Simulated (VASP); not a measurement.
# Ge2Sb2Te5 (P-3m1) in VASP: further runs

Runs on Ge2Sb2Te5. Level: PBEsol. Tasks: relaxation of shape and atoms at fixed volume, single point.

Program: VASP 6.6.1. These are calculated values, not measurements. Logs are shortened: lines on timing, memory, paths and dates and some standing lists are left out, and cuts for length are marked.

## Step 1: The cell of the first run

Symmetry: P-3m1, No. 164, trigonal system. The conventional cell has a = 4.126 Å, b = 4.126 Å, c = 16.679 Å, α = 90.00°, β = 90.00°, γ = 120.00°. Within 3.6 Å of Ge (site symmetry 3m) lie 6 Te at 2.76 to 3.08 Å. Within 3.9 Å of Sb (site symmetry 3m) lie 6 Te at 2.95 to 3.09 Å. Te (site symmetry -3m) has 6 Sb at 3.09 Å and 6 Te at 4.13 Å within 4.2 Å. Within 3.9 Å of Te (site symmetry 3m) lie 3 Sb at 2.95 Å and 3 Ge at 3.08 Å. Te (site symmetry 3m) has 3 Ge at 2.76 Å and 3 Te at 3.49 Å within 3.6 Å.

## Step 2: Relaxation of shape and atoms at fixed volume, PBEsol (27.32 Å³/atom)

INCAR

```
PREC = Accurate
ENCUT = 600
EDIFF = 1E-7
ISMEAR = 0
SIGMA = 0.1
LREAL = F
LASPH = T
NELM = 80
ALGO = Normal
ISIF = 4
LWAVE = F
LCHARG = F
GGA = PS
IBRION = 2
NSW = 50
EDIFFG = -0.01
```

KPOINTS

```
regular mesh
0
Gamma
  12 12 2
```

POSCAR

```
Ge2Sb2Te5
1.0
    4.1255484697      0.0000000000      0.0000000000
   -2.0627742348      3.5728297793      0.0000000000
    0.0000000000      0.0000000000     16.6790842374
Ge Sb Te
2 2 5
Direct
    0.0000000000      0.0000000000      0.3393357100
    0.0000000000      0.0000000000      0.6606642900
    0.3333333333      0.6666666667      0.1178698473
    0.6666666667      0.3333333333      0.8821301527
    0.0000000000      0.0000000000      0.0000000000
    0.3333333333      0.6666666667      0.7779356319
    0.6666666667      0.3333333333      0.2220643681
    0.3333333333      0.6666666667      0.4233383181
    0.6666666667      0.3333333333      0.5766616819
```

Potentials or basis: VASP PAW PBE potentials, release 64 (Ge_d, Sb, Te).

Command:

```bash
> cat potpaw_PBE.64/Ge_d/POTCAR potpaw_PBE.64/Sb/POTCAR potpaw_PBE.64/Te/POTCAR > POTCAR
> mpirun -np 1 vasp_std > vasp.out
```

OUTCAR:

```text
PREC = Accurate
   ENCUT = 600
   EDIFF = 1E-7
   ISMEAR = 0
   LREAL = F
   LASPH = T
   NELM = 80
   ISIF = 4
   GGA = PS
   IBRION = 2
   NSW = 50
   EDIFFG = -0.01

 ion  position               nearest neighbor table
   1  0.000  0.000  0.339-   8 2.76   8 2.76   8 2.76   7 3.08   7 3.08   7 3.08
   2  0.000  0.000  0.661-   9 2.76   9 2.76   9 2.76   6 3.08   6 3.08   6 3.08
   3  0.333  0.667  0.118-   7 2.95   7 2.95   7 2.95   5 3.09   5 3.09   5 3.09
   4  0.667  0.333  0.882-   6 2.95   6 2.95   6 2.95   5 3.09   5 3.09   5 3.09
   5  0.000  0.000  0.000-   3 3.09   4 3.09   3 3.09   4 3.09   4 3.09   3 3.09
   6  0.333  0.667  0.778-   4 2.95   4 2.95   4 2.95   2 3.08   2 3.08   2 3.08
   7  0.667  0.333  0.222-   3 2.95   3 2.95   3 2.95   1 3.08   1 3.08   1 3.08
   8  0.333  0.667  0.423-   1 2.76   1 2.76   1 2.76   9 3.49   9 3.49   9 3.49
   9  0.667  0.333  0.577-   2 2.76   2 2.76   2 2.76   8 3.49   8 3.49   8 3.49

  LATTYP: Found a hexagonal cell.
 ALAT       =     4.1255484697
 C/A-ratio  =     4.0428768102

  Lattice vectors:

 A1 = (   4.1255484697,   0.0000000000,   0.0000000000)
 A2 = (  -2.0627742348,   3.5728297793,   0.0000000000)
 A3 = (   0.0000000000,   0.0000000000,  16.6790842374)

Analysis of symmetry for initial positions (statically):
=====================================================================
 Subroutine PRICEL returns:
 Original cell was already a primitive cell.

 Routine SETGRP: Setting up the symmetry group for a
 hexagonal supercell.

 Subroutine GETGRP returns: Found 12 space group operations
 (whereof 12 operations were pure point group operations)
 out of a pool of 24 trial point group operations.

The static configuration has the point symmetry D_3d.

Analysis of symmetry for dynamics (positions and initial velocities):
=====================================================================
 Subroutine PRICEL returns:
 Original cell was already a primitive cell.

 Routine SETGRP: Setting up the symmetry group for a
 hexagonal supercell.

 Subroutine GETGRP returns: Found 12 space group operations
 (whereof 12 operations were pure point group operations)
 out of a pool of 24 trial point group operations.

The dynamic configuration has the point symmetry D_3d.

 Subroutine INISYM returns: Found 12 space group operations
 (whereof 12 operations are pure point group operations),
 and found     1 'primitive' translations

----------------------------------------------------------------------------------------

                                     Primitive cell

  volume of cell :     245.8477

  direct lattice vectors                    reciprocal lattice vectors
     4.125548470  0.000000000  0.000000000     0.242392013  0.139945094  0.000000000
    -2.062774235  3.572829779  0.000000000     0.000000000  0.279890188  0.000000000
     0.000000000  0.000000000 16.679084237     0.000000000  0.000000000  0.059955330

  length of vectors
     4.125548470  4.125548470 16.679084237     0.279890188  0.279890188  0.059955330

  position of ions in fractional coordinates (direct lattice)
     0.000000000  0.000000000  0.339335710
     0.000000000  0.000000000  0.660664290
     0.333333333  0.666666667  0.117869847
     0.666666667  0.333333333  0.882130153
     0.000000000  0.000000000  0.000000000
     0.333333333  0.666666667  0.777935632
     0.666666667  0.333333333  0.222064368
     0.333333333  0.666666667  0.423338318
     0.666666667  0.333333333  0.576661682

  ion indices of the primitive-cell ions
   primitive index   ion index
                 1           1
                 2           2
                 3           3
                 4           4
                 5           5
                 6           6
                 7           7
                 8           8
                 9           9

----------------------------------------------------------------------------------------

 KPOINTS: regular mesh

Automatic generation of k-mesh.
 Grid dimensions read from file:
 generate k-points for:   12   12    2

 Generating k-lattice:

  Cartesian coordinates                     Fractional coordinates (reciprocal lattice)
     0.020199334  0.011662091  0.000000000     0.083333333  0.000000000  0.000000000
     0.000000000  0.023324182  0.000000000     0.000000000  0.083333333  0.000000000
     0.000000000  0.000000000  0.029977665     0.000000000  0.000000000  0.500000000

  Length of vectors
     0.023324182  0.023324182  0.029977665

  Shift w.r.t. Gamma in fractional coordinates (k-lattice)
     0.000000000  0.000000000  0.000000000

 Subroutine IBZKPT returns following result:
 ===========================================

 Found     38 irreducible k-points:

 Following reciprocal coordinates:
            Coordinates               Weight
  0.000000  0.000000  0.000000      1.000000
  0.083333  0.000000  0.000000      6.000000
  0.166667  0.000000  0.000000      6.000000
  0.250000  0.000000  0.000000      6.000000
  0.333333  0.000000  0.000000      6.000000
  0.416667  0.000000  0.000000      6.000000
[... 16 lines left out ...]
  0.250000  0.000000  0.500000      6.000000
  0.333333  0.000000  0.500000      6.000000
 [... further k-points ...]
   k-points           NKPTS =     38   k-points in BZ     NKDIM =     38   number of bands    NBANDS=     40
   number of dos      NEDOS =    301   number of ions     NIONS =      9
   total plane-waves  NPLWV = 181440
   dimension x,y,z NGX =    36 NGY =   36 NGZ =  140
   dimension x,y,z NGXF=    72 NGYF=   72 NGZF=  280
   ions per type =               2   2   5
   NGX,Y,Z   is equivalent  to a cutoff of  14.51, 14.51, 13.95 a.u.
   NGXF,Y,Z  is equivalent  to a cutoff of  29.01, 29.01, 27.91 a.u.
 SYSTEM =  unknown system
   PREC   = accura    normal or accurate (medium, high low for compatibility)
   ISTART =      0    job   : 0-new  1-cont  2-samecut
   ICHARG =      2    charge: 1-file 2-atom 10-const
   ISPIN  =      1    spin polarized calculation?
   LNONCOLLINEAR =      F non collinear calculations
   LSORBIT =      F    spin-orbit coupling
   LASPH  =      T    aspherical Exc in radial PAW
   ENCUT  =  600.0 eV  44.10 Ry    6.64 a.u.   8.24  8.24 33.31*2*pi/ulx,y,z
   NELM   =     80;   NELMIN=  2; NELMDL= -5     # of ELM steps
   EDIFF  = 0.1E-06   stopping-criterion for ELM
   LREAL  =      F    real-space projection
   EDIFFG = -.1E-01   stopping-criterion for IOM
   NSW    =     50    number of steps for IOM
   IBRION =      2    ionic relax: 0-MD 1-quasi-New 2-CG
   NFREE  =      1    steps in history (QN), initial steepest desc. (CG)
   ISIF   =      4    stress and relaxation
   ISYM   =      2    0-nonsym 1-usesym 2-fastsym
   POTIM  = 0.5000    time-step for ionic-motion
   TEBEG  =    0.0;   TEEND  =   0.0 temperature during run
   PSTRESS=    0.0 pullay stress
   NELECT =      68.0000    total number of electrons
   NUPDOWN=      -1.0000    fix difference up-down
   EMIN   =  10.00;   EMAX   =-10.00  energy-range for DOS
   EFERMI =   0.00;   METHOD = LEGACY
   ISMEAR =     0;   SIGMA  =   0.10  broadening in eV -4-tet -1-fermi 0-gaus
   EFERMI_NEDOS =   21; number of points for ismear=-14 and -15
   IALGO  =     38    algorithm
   IMIX   =      4    mixing-type and parameters
     AMIX     =   0.40;   BMIX     =  1.00
     AMIX_MAG =   1.60;   BMIX_MAG =  1.00
  volume/ion in A,a.u.               =      27.32       184.34
  Fermi-wavevector in a.u.,A,eV,Ry     =   1.066651  2.015678 15.479955  1.137745
  Thomas-Fermi vector in A             =   2.202242
   LORBIT       =      0    0 simple, 1 ext, 2 COOP (PROOUT), +10 PAW based schemes
   GGA     = PS    functional components
   LHFCALC =     F    Hartree Fock is set to
   AEXX    =    0.0000 exact exchange contribution
   IVDW    =     0    specifies the selected vdW correction
   LEPSILON=     F    determine dielectric tensor
   LRPA    =     F    only Hartree local field effects (RPA)
 conjugate gradient relaxation of ions
 non-spin polarized calculation
 Gauss-broadening in eV      SIGMA  =   0.10
  energy-cutoff  :      600.00
  volume of cell :      245.85
 maximum number of plane-waves:      8260
 NGX is ok and might be reduce to    36
   NGX = 17   NGY = 17   NGZ = 67

--------------------------------------- Ionic step        1  -------------------------------------------

 number of electron      67.9999991 magnetization

 Free energy of the ion-electron system (eV)
  ---------------------------------------------------
  ext. energy  EPLUGINS =         0.00000000
  ---------------------------------------------------
  free energy    TOTEN  =       -37.27756804 eV

  energy without entropy =      -37.27011184  energy(sigma->0) =      -37.27383994

------------------------ aborting loop because EDIFF is reached ----------------------------------------

  FORCE on cell =-STRESS in cart. coord.  units (eV):
  Direction    XX          YY          ZZ          XY          YZ          ZX
  --------------------------------------------------------------------------------------
  -------------------------------------------------------------------------------------
  Total        5.3782737      5.3782737      5.4829334      0.0000000     -0.0000000     -0.0000000
  in kB       35.0499388     35.0499388     35.7320006      0.0000000     -0.0000000     -0.0000000
  external PRESSURE =      35.2772927 kB  Pullay stress =       0.0000000 kB
[... 110 lines left out ...]
  FREE ENERGIE OF THE ION-ELECTRON SYSTEM (eV)
  ---------------------------------------------------
  free  energy   TOTEN  =       -37.2875311184 eV

  energy  without entropy=      -37.2792675892  energy(sigma->0) =      -37.28339935

[... ionic steps 4 to 9 ...]

--------------------------------------- Ionic step       10  -------------------------------------------

 number of electron      67.9999988 magnetization

------------------------ aborting loop because EDIFF is reached ----------------------------------------
[... 81 lines left out ...]
--------------------------------------- Ionic step       12  -------------------------------------------

 number of electron      67.9999996 magnetization

 Free energy of the ion-electron system (eV)
  ---------------------------------------------------
  ext. energy  EPLUGINS =         0.00000000
  ---------------------------------------------------
  free energy    TOTEN  =       -37.29171924 eV

  energy without entropy =      -37.28362990  energy(sigma->0) =      -37.28767457

 E-fermi :   7.5248     XC(G=0): -10.0466

 val. band max:        7.5161873129   @ k =   0.0000   0.0000   0.5000
 cond. band min:       7.5368332201   @ k =   0.5000   0.0000   0.0000
 fundamental gap:      0.0206459072
 Fermi energy:         7.5248013139

 k-point     1 :       0.0000    0.0000    0.0000
  band No.  band energies     occupation
      1     -17.3195      2.00000
      2     -17.3195      2.00000
      3     -17.3195      2.00000
      4     -17.3195      2.00000
      5     -17.3053      2.00000
      6     -17.3053      2.00000
[... 1021 lines left out ...]
     39       9.3477      0.00000
     40       9.7344      0.00000

 [... further k-points ...]

------------------------ aborting loop because EDIFF is reached ----------------------------------------

  FORCE on cell =-STRESS in cart. coord.  units (eV):
  Direction    XX          YY          ZZ          XY          YZ          ZX
  --------------------------------------------------------------------------------------
  -------------------------------------------------------------------------------------
  Total        4.6400662      4.6400662      4.5913016      0.0000000     -0.0000000     -0.0000000
  in kB       30.2390774     30.2390774     29.9212810      0.0000000     -0.0000000     -0.0000000
  external PRESSURE =      30.1331453 kB  Pullay stress =       0.0000000 kB
[... 24 lines left out ...]
  FREE ENERGIE OF THE ION-ELECTRON SYSTEM (eV)
  ---------------------------------------------------
  free  energy   TOTEN  =       -37.2917192384 eV

  energy  without entropy=      -37.2836298961  energy(sigma->0) =      -37.28767457

 reached required accuracy - stopping structural energy minimisation
```

Run time: 71 min. Hardware: 1 thread of Intel Xeon Platinum 8488C (Sapphire Rapids), shared host; peak memory 0.78 GiB.

What came out:

```yaml
Free_energy: -37.2917 eV
Energy_gained_by_relaxing: 1.6 meV/atom
Ionic_steps: 12
Pressure_after_relaxing: 3.0 GPa
Band_gap_on_the_k_mesh: zero (bands 34 and 35 overlap by 0.13 eV)
```

Forces on the atoms (eV/Å):
```
Ge   0.000  0.000  0.001
Ge   0.000  0.000 -0.001
Sb   0.000  0.000 -0.001
Sb   0.000  0.000  0.001
Te   0.000  0.000  0.000
Te   0.000  0.000  0.002
Te   0.000  0.000 -0.002
Te   0.000  0.000  0.002
Te   0.000  0.000 -0.002
```

The path:
```
step  energy change (eV)  largest force (eV/Å)  pressure (GPa)  volume (Å³)
   1              0.0000                0.2152            3.53       245.85
   2             -0.0077                0.1221            3.34       245.85
   3             -0.0100                0.0734            3.17       245.85
   4             -0.0100                0.0698            3.17       245.85
   5             -0.0108                0.0512            3.15       245.85
   6             -0.0124                0.0524            3.10       245.85
   7             -0.0116                0.1137            3.01       245.85
   8             -0.0127                0.0648            3.07       245.85
   9             -0.0135                0.0375            3.05       245.85
  10             -0.0136                0.0338            3.03       245.85
  11             -0.0139                0.0246            3.03       245.85
  12             -0.0142                0.0023            3.01       245.85
```

Final structure:
```
Ge Sb Te
1.0
     4.12811    0.00000    0.00000
    -2.06405    3.57505    0.00000
     0.00000    0.00000   16.65840
Ge Sb Te
2 2 5
Direct
  0.00000 0.00000 0.34007
  0.00000 0.00000 0.65993
  0.33333 0.66667 0.11878
  0.66667 0.33333 0.88122
  0.00000 0.00000 0.00000
  0.33333 0.66667 0.77487
  0.66667 0.33333 0.22513
  0.33333 0.66667 0.42565
  0.66667 0.33333 0.57435
```

Levels at points of the mesh, in eV from the Fermi level:
| k point | band 30 | band 31 | band 32 | band 33 | band 34 | band 35 | band 36 | band 37 | band 38 | band 39 |
| --- | --- | --- | --- | --- | --- | --- | --- | --- | --- | --- |
| (0.00, 0.00, 0.00) | -1.48 | -1.48 | -1.19 | -0.83 | -0.06 | -0.06 | 0.03 | 0.67 | 0.95 | 0.95 |
| (0.50, 0.00, 0.00) | -2.39 | -2.09 | -2.05 | -1.24 | -1.02 | 0.01 | 0.54 | 0.73 | 1.51 | 1.53 |
| (0.00, 0.00, 0.50) | -1.57 | -1.57 | -1.56 | -0.73 | -0.01 | 0.03 | 0.03 | 0.73 | 0.73 | 0.75 |
| (0.50, 0.00, 0.50) | -2.83 | -2.44 | -2.21 | -1.70 | -0.37 | -0.01 | 0.21 | 1.05 | 1.67 | 1.77 |

Caveat: the PAW data sets were made with another functional, which shifts forces and pressure a little; spin-orbit coupling is left out, which moves the levels of the heavy elements.

## Step 3: Single point, PBEsol (29.93 Å³/atom)

This run uses another cell than the first one, of 29.93 Å³/atom.

INCAR

```
SYSTEM = Ge2Sb2Te5
PREC = Accurate
ENCUT = 520
EDIFF = 1E-7
ISMEAR = 0
SIGMA = 0.1
LREAL = .False.
LASPH = .True.
NELM = 60
ALGO = Normal
ISIF = 2
LWAVE = .False.
LCHARG = .False.
GGA = PS
NBANDS = 44
```

KPOINTS

```
regular mesh
0
Gamma
  12 12 2
  0 0 0
```

POSCAR

```
Ge2Sb2Te5
1.0
    4.2242848072      0.0000000000      0.0000000000
   -2.1121424036      3.6583379559      0.0000000000
    0.0000000000      0.0000000000     17.4316537527
Ge Sb Te
2 2 5
Direct
    0.0000000000      0.0000000000      0.3356306130
    0.0000000000      0.0000000000      0.6643693870
    0.3333333333      0.6666666667      0.1150921821
    0.6666666667      0.3333333333      0.8849078179
    0.0000000000      0.0000000000      0.0000000000
    0.3333333333      0.6666666667      0.7848453196
    0.6666666667      0.3333333333      0.2151546804
    0.3333333333      0.6666666667      0.4165283501
    0.6666666667      0.3333333333      0.5834716499
```

Potentials or basis: VASP PAW PBE potentials, release 64 (Ge_d, Sb, Te).

Command:

```bash
> cat potpaw_PBE.64/Ge_d/POTCAR potpaw_PBE.64/Sb/POTCAR potpaw_PBE.64/Te/POTCAR > POTCAR
> mpirun -np 1 vasp_std > vasp.out
```

Run time: 11 min. Hardware: 1 thread of Oxide Virtual Turin-like, shared host; peak memory 0.61 GiB.

Results (log left out):

- Free energy: -37.4051 eV
- Pressure: -0.9 GPa
- Largest force: 0.030 eV/Å
- Band gap on the k mesh: zero (bands 34 and 35 overlap by 0.01 eV)

Forces on the atoms (eV/Å):
```
Ge   0.000  0.000 -0.015
Ge   0.000  0.000  0.015
Sb   0.000  0.000 -0.028
Sb   0.000  0.000  0.028
Te   0.000  0.000  0.000
Te   0.000  0.000 -0.030
Te   0.000  0.000  0.030
Te   0.000  0.000  0.019
Te   0.000  0.000 -0.019
```

Levels at points of the mesh, in eV from the Fermi level:
| k point | band 32 | band 33 | band 34 | band 35 | band 36 | band 37 |
| --- | --- | --- | --- | --- | --- | --- |
| (0.00, 0.00, 0.00) | -1.34 | -1.08 | -0.14 | 0.05 | 0.05 | 0.40 |
| (0.50, 0.00, 0.00) | -1.85 | -1.25 | -1.20 | 0.28 | 0.48 | 0.62 |
| (0.00, 0.00, 0.50) | -1.52 | -0.99 | -0.15 | 0.09 | 0.09 | 0.40 |
| (0.50, 0.00, 0.50) | -2.02 | -1.72 | -0.59 | -0.01 | 0.47 | 0.93 |

Caveat: the PAW data sets were made with another functional, which shifts forces and pressure a little; spin-orbit coupling is left out, which moves the levels of the heavy elements; this functional lacks dispersion, which binds the layers, so the pressure and a relaxed spacing across them are unreliable.

(Continued in part 2 of 2.)
